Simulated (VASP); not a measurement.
# SnTe (CsCl type) (Pm-3m) in VASP: further runs, part 2 of 2

VASP 6.6.1. Earlier steps stand in the parts before.

### 5 Relaxation of cell and atoms, PBE, target pressure 0.015 GPa, at which the enthalpy is minimised

This run uses another cell than the first one, of 30.60 Å³/atom, 1.038 times its volume.

INCAR

```
  ALGO = Normal
  EDIFF = 1E-6
  EDIFFG = -0.005
  ENCUT = 600
  GGA = PE
  IBRION = 2
  ISIF = 3
  ISMEAR = -1
  LASPH = T
  LCHARG = F
  LREAL = F
  LWAVE = F
  NELM = 60
  NSW = 60
  PREC = Accurate
  PSTRESS = 0.15
  SIGMA = 0.05
```

KPOINTS

```
k-points
0
Gamma
  12 12 12
```

POSCAR

```
SnTe
1.0
    3.9407358879      0.0000000000      0.0000000000
    0.0000000000      3.9407358879      0.0000000000
    0.0000000000      0.0000000000      3.9407358879
Sn Te
1 1
Direct
    0.0000000000      0.0000000000      0.0000000000
    0.5000000000      0.5000000000      0.5000000000
```

Potentials or basis: VASP PAW PBE potentials, release 64 (Sn_d, Te).

Launch:

```console
> cat potpaw_PBE.64/Sn_d/POTCAR potpaw_PBE.64/Te/POTCAR > POTCAR
> mpirun -np 1 vasp_std > vasp.out
```

OUTCAR:

```text
EDIFF = 1E-6
   EDIFFG = -0.005
   ENCUT = 600
   GGA = PE
   IBRION = 2
   ISIF = 3
   ISMEAR = -1
   LASPH = T
   LREAL = F
   NELM = 60
   NSW = 60
   PREC = Accurate
   PSTRESS = 0.15

 ion  position               nearest neighbor table
   1  0.000  0.000  0.000-   2 3.41   2 3.41   2 3.41   2 3.41   2 3.41   2 3.41   2 3.41   2 3.41

   2  0.500  0.500  0.500-   1 3.41   1 3.41   1 3.41   1 3.41   1 3.41   1 3.41   1 3.41   1 3.41

  LATTYP: Found a simple cubic cell.
 ALAT       =     3.9407358879

  Lattice vectors:

 A1 = (   3.9407358879,   0.0000000000,   0.0000000000)
 A2 = (   0.0000000000,   3.9407358879,   0.0000000000)
 A3 = (   0.0000000000,   0.0000000000,   3.9407358879)

Analysis of symmetry for initial positions (statically):
=====================================================================
 Subroutine PRICEL returns:
 Original cell was already a primitive cell.

 Routine SETGRP: Setting up the symmetry group for a
 simple cubic supercell.

 Subroutine GETGRP returns: Found 48 space group operations
 (whereof 48 operations were pure point group operations)
 out of a pool of 48 trial point group operations.

The static configuration has the point symmetry O_h .

Analysis of symmetry for dynamics (positions and initial velocities):
[... 234 lines left out ...]
--------------------------------------- Ionic step        3  -------------------------------------------

 number of electron      19.9999999 magnetization

 Free energy of the ion-electron system (eV)
  ---------------------------------------------------
  ext. energy  EPLUGINS =         0.00000000
  ---------------------------------------------------
  free energy    TOTEN  =        -7.08885872 eV

  energy without entropy =       -7.07969629  energy(sigma->0) =       -7.08427751

 E-fermi :   7.1601     XC(G=0):  -9.9175

 val. band max:        7.1560364160   @ k =   0.5000   0.5000   0.3333
 cond. band min:       7.1694502252   @ k =   0.5000   0.2500   0.0000
 fundamental gap:      0.0134138092
 Fermi energy:         7.1600820268

 k-point     1 :       0.0000    0.0000    0.0000
  band No.  band energies     occupation
      1     -14.4786      2.00000
      2     -14.4786      2.00000
      3     -14.4398      2.00000
      4     -14.4398      2.00000
      5     -14.4398      2.00000
      6      -5.2072      2.00000
      7       1.8701      2.00000
      8       5.4176      2.00000
      9       5.4176      2.00000
     10       5.4176      2.00000
     11      10.7280      0.00000
     12      10.7280      0.00000
     13      12.5687      0.00000
     14      12.5687      0.00000
[... 377 lines left out ...]
      1     -14.4635      2.00000
      2     -14.4619      2.00000
      3     -14.4486      2.00000
      4     -14.4464      2.00000
      5     -14.4345      2.00000
      6      -3.5277      2.00000
      7       0.0466      2.00000
      8       2.8562      2.00000
      9       4.1343      2.00000
     10       7.2228      0.44407
     11       9.7743      0.00000
     12      10.1991      0.00000
     13      10.9860      0.00000
     14      13.9628      0.00000

 [... further k-points ...]

------------------------ aborting loop because EDIFF is reached ----------------------------------------

  FORCE on cell =-STRESS in cart. coord.  units (eV):
  Direction    XX          YY          ZZ          XY          YZ          ZX
  --------------------------------------------------------------------------------------
  -------------------------------------------------------------------------------------
  Total        0.0071652      0.0071652      0.0071652      0.0000000     -0.0000000      0.0000000
  in kB        0.1946634      0.1946634      0.1946634      0.0000000     -0.0000000      0.0000000
  external PRESSURE =       0.0446634 kB  Pullay stress =       0.1500000 kB
[... 21 lines left out ...]
  energy  without entropy=       -7.0796962904  energy(sigma->0) =       -7.08427751

  enthalpy is  TOTEN    =        -7.0833375057 eV   P V=        0.0055212162

 reached required accuracy - stopping structural energy minimisation
```

OSZICAR:

```text
N       E                     dE             d eps       ncg     rms          rms(c)
DAV:   1     0.125861857343E+03    0.12586E+03   -0.10555E+04  2370   0.180E+03
DAV:   2     0.351903031059E+01   -0.12234E+03   -0.12024E+03  2526   0.386E+02
DAV:   3    -0.690346255939E+01   -0.10422E+02   -0.10180E+02  2916   0.985E+01
DAV:   4    -0.717796811697E+01   -0.27451E+00   -0.27431E+00  2872   0.173E+01
[... 21 lines left out ...]
DAV:   2    -0.708943164763E+01    0.22391E-02   -0.37452E-03  2874   0.102E+00    0.130E-01
DAV:   3    -0.708889087675E+01    0.54077E-03   -0.16628E-03  3022   0.631E-01    0.325E-02
DAV:   4    -0.708887286468E+01    0.18012E-04   -0.31384E-05  2424   0.597E-02    0.298E-02
DAV:   5    -0.708885920724E+01    0.13657E-04   -0.70526E-06  3080   0.251E-02    0.660E-03
DAV:   6    -0.708885872192E+01    0.48531E-06   -0.56892E-07  1200   0.129E-02
   3 F= -.70833375E+01 E0= -.70787563E+01  d E =-.106819E-01
```

Wall time 3.7 min (1 thread of AMD EPYC 7R13, shared host); peak memory 0.23 GiB.

What came out:

```
Free energy                                            : -7.0889 eV
Relaxed volume                                         : 29.49 Å³/atom
Relaxed cell                                           : a = 3.892 Å, b = 3.892 Å, c = 3.892 Å, α = 90.00°, β = 90.00°, γ = 90.00°
Space group after relaxing (to 0.05 Å)                 : Pm-3m (No. 221)
Energy change on relaxing (the enthalpy is what falls) : -5.2 meV/atom
Ionic steps                                            : 3
Pressure after relaxing                                : 0.0 GPa
Band gap on the k mesh                                 : zero (band 10 reaches 7.62 eV, above the bottom of band 11 at 5.83 eV)
```

The path:
| step | energy change (eV) | largest force (eV/Å) | pressure (GPa) | volume (Å³) |
| --- | --- | --- | --- | --- |
| 1 | 0.0000 | 0.0000 | -1.46 | 61.20 |
| 2 | -0.0103 | 0.0000 | 0.20 | 58.73 |
| 3 | -0.0105 | 0.0000 | 0.02 | 58.97 |

Final structure:
```
Sn Te
1.0
     3.89241    0.00000    0.00000
     0.00000    3.89241    0.00000
     0.00000    0.00000    3.89241
Sn Te
1 1
Direct
  0.00000 0.00000 0.00000
  0.50000 0.50000 0.50000
```

Caveat: the cell is relaxed towards a set pressure, so the enthalpy falls and the energy may rise; spin-orbit coupling is left out, which moves the levels of the heavy elements.

### 6 Overview

```csv
task,cell,cutoff (eV),gap on the mesh (eV),pressure (GPa)
single point,"a = 3.893 Å, 2 atoms",520,none,0.0
relaxation of cell and atoms,"relaxed to 0.015 GPa from a = 3.893 Å, 2 atoms",600,none,0.0
relaxation of cell and atoms,"relaxed to 0.015 GPa from a = 3.941 Å, 2 atoms",600,none,0.0
```

Alike in all rows: level PBE; potentials or basis VASP PAW PBE potentials, release 64 (Sn_d, Te); no spin polarisation; k mesh 12 × 12 × 12; smearing fermi-dirac 0.05 eV.

Caveats: spin-orbit coupling is left out, which moves the levels of the heavy elements; the cell is relaxed towards a set pressure, so the enthalpy falls and the energy may rise (some runs); the relaxation stopped at its first step, so nothing moved (some runs).

Absolute energies hang on the potentials; compare differences alone.
